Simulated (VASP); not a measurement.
Input of a VASP 6.6.1 run:

File INCAR:

```
SYSTEM = SrO
PREC = Accurate ; ENCUT = 520
EDIFF = 1E-8 ; ISMEAR = 1
SIGMA = 0.3 ; LREAL = .False.
LASPH = .True. ; NELM = 100
ALGO = Normal ; ISIF = 2
LWAVE = .False. ; LCHARG = .False.
GGA = PS ; IBRION = 8
NSW = 1 ; LEPSILON = .True.
```

KPOINTS

```
regular mesh
0
Gamma
  8 8 8
  0 0 0
```

POSCAR

```
SrO
1.0
    0.0000000000      2.7236000000      2.7236000000
    2.7236000000      0.0000000000      2.7236000000
    2.7236000000      2.7236000000      0.0000000000
Sr O
1 1
Direct
    0.0000000000      0.0000000000      0.0000000000
    0.2500000000      0.2500000000      0.2500000000
```

Potentials or basis: VASP PAW PBE potentials, release 64 (Sr_sv, O).

Command:

```console
$ cat potpaw_PBE.64/Sr_sv/POTCAR potpaw_PBE.64/O/POTCAR > POTCAR
$ mpirun -np 1 vasp_std > vasp.out
```

Task: Predict the electronic dielectric tensor (diagonal).

Result: 3.51.

Task: Estimate the Born charges (mean of the diagonal).

Result: Sr +2.14; O -2.14 e.

Task: Estimate the highest phonon frequency at Γ, LO-TO splitting left out.

Result: 366 cm⁻¹.

Phonon frequencies in cm⁻¹ (negative: imaginary):
```
              q point        frequencies
(0.000, 0.000, 0.000)  0 0 0 366 366 366
```

Caveat: the cell wasn't relaxed at this level first, which shifts response properties.
